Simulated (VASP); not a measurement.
Input of a VASP 6.6.1 run:

INCAR

```
ALGO = Normal
EDIFF = 1E-6
ENCUT = 520
GGA = PE
ISIF = 2
ISMEAR = -1
LASPH = T
LCHARG = F
LREAL = F
LWAVE = F
NBANDS = 10
NELM = 100
PREC = Accurate
SIGMA = 0.05
```

KPOINTS

```
k-points
0
Gamma
  21 21 21
```

Contents of POSCAR:

```
Co
1.0
   -1.2824517723      1.2824517723      1.2824517723
    1.2824517723     -1.2824517723      1.2824517723
    1.2824517723      1.2824517723     -1.2824517723
Co
1
Direct
    0.0000000000      0.0000000000      0.0000000000
```

Potentials or basis: VASP PAW PBE potentials, release 64 (Co).

The run is started by

```console
$ cat potpaw_PBE.64/Co/POTCAR > POTCAR
$ mpirun -np 1 vasp_std > vasp.out
```

Q: What does it give for the pressure?

A: 87.8 GPa.

Caveat: the run has no spin polarisation, though such a crystal can be magnetic. Spin polarisation is off, so any magnetic state and its effect on volume and gap are missing.
